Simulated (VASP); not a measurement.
Runs of VASP 6.6.1 on Ta. The structure is that of space group Cmce (No. 64), or close to it. The cells are those of the table. 

```tsv
task	cell	k mesh	cutoff (eV)	gap on the mesh (eV)	pressure (GPa)	relaxed volume (Å³/atom)	largest force (eV/Å)
single point	a = 4.439, b = 4.439, c = 4.517 Å, angles 90.0, 90.0, 118.9°, 4 atoms	6 × 6 × 4	520	none	(b)	-	2.04
relaxation of cell and atoms	relaxed from a = 4.439, b = 4.439, c = 4.517 Å, angles 90.0, 90.0, 118.9°, 4 atoms	4 × 4 × 4	600	none	0.0	(a)	0.01
relaxation of cell and atoms	relaxed from a = 5.534, b = 5.534, c = 4.403 Å, angles 90.0, 90.0, 145.0°, 4 atoms	6 × 6 × 4	600	none	0.1	18.42	0.04
single point	a = 5.534, b = 5.534, c = 4.403 Å, angles 90.0, 90.0, 145.0°, 4 atoms	6 × 6 × 4	520	none	58.0	-	12.14
```

Alike in all rows: level PBEsol; potentials or basis VASP PAW PBE potentials, release 64 (Ta_pv); no spin polarisation; smearing gaussian 0.1 eV.

**Question.** Fill in the values left out.

**Answer.** (a) 18.41; (b) 15.6.

Caveats: some runs use coarse meshes; the PAW data sets were made with another functional, which shifts forces and pressure a little; spin-orbit coupling is left out, which moves the levels of the heavy elements.

A k mesh can miss the band edges, and the runs leave out spin-orbit coupling on Ta.

A gap of «none» marks levels without a gap at the run's occupations.
